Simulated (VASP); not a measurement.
Input of a VASP 6.6.1 run:

Contents of INCAR:

```
PREC     = Accurate       # precision mode
ENCUT    = 520            # plane-wave cutoff, eV
EDIFF    = 1E-6           # SCF threshold, eV
ISMEAR   = 0              # smearing method
SIGMA    = 0.02           # smearing width, eV
LREAL    = Auto         
LASPH    = T              # aspherical terms in the spheres
NELM     = 60             # most SCF steps
ALGO     = Normal         # electronic algorithm
ISIF     = 2              # what is computed and relaxed
LWAVE    = F              # write WAVECAR
LCHARG   = T              # write CHGCAR
GGA      = PE             # functional
LELF     = T              # ELF
LVHAR    = T            
NBANDS   = 52             # bands
NELECT   = 74.0
```

The input KPOINTS:

```
regular mesh
0
Gamma
  2 2 2
```

The input POSCAR:

```
CuSi16
1.0
    0.0000000000      5.4300000000      5.4300000000
    5.4300000000      0.0000000000      5.4300000000
    5.4300000000      5.4300000000      0.0000000000
Si Cu
16 1
Direct
   -0.0076465790     -0.0013716158     -0.0010897820
    0.0889111494      0.1369096645      0.1373255566
   -0.0078423134     -0.0013705178      0.5106189880
    0.1328668721      0.1146833740      0.6263809764
   -0.0076697747      0.5101685422     -0.0010906403
    0.1327012759      0.6261001223      0.1151356568
    0.0358215897      0.4879366108      0.4883593565
    0.1328885928      0.6261056313      0.6263805499
    0.4610403852      0.0128559040      0.0133080490
    0.6215676027      0.1178830360      0.1180745534
    0.5036511112     -0.0176357165      0.5071054088
    0.6213356184      0.1178434690      0.6430049196
    0.5034560581      0.5068660703     -0.0171637264
    0.6215400358      0.6425385014      0.1180701557
    0.5036764830      0.5069089250      0.5071106225
    0.6637392287      0.6119561923      0.6124075763
    0.5639866042      0.3118825769      0.3123041190
```

Potentials or basis: VASP PAW PBE potentials, release 64 (Si, Cu).

Command:

```sh
$ cat potpaw_PBE.64/Si/POTCAR potpaw_PBE.64/Cu/POTCAR > POTCAR
$ mpirun -np 1 vasp_std > vasp.out
```

Question: What does it give for the largest force?

Answer: 0.029 eV/Å.

Forces on the atoms (eV/Å):
```
Si   0.004 -0.004 -0.003
Si  -0.014  0.015  0.014
Si   0.003 -0.004 -0.003
Si  -0.002  0.002  0.005
Si   0.003 -0.004 -0.004
Si  -0.003  0.004  0.003
Si   0.015 -0.015 -0.015
Si  -0.005  0.002  0.002
Si   0.007 -0.006 -0.007
Si  -0.024  0.001 -0.001
Si   0.002  0.001 -0.027
Si  -0.003  0.024  0.004
Si  -0.003 -0.028  0.003
Si   0.001  0.002  0.024
Si   0.028  0.001 -0.002
Si  -0.006  0.008  0.006
Cu  -0.001  0.000  0.001
```

Caveat: the k points lie up to 0.50 Å⁻¹ apart; the cell carries a net charge on a neutralising background, which shifts energy and pressure.
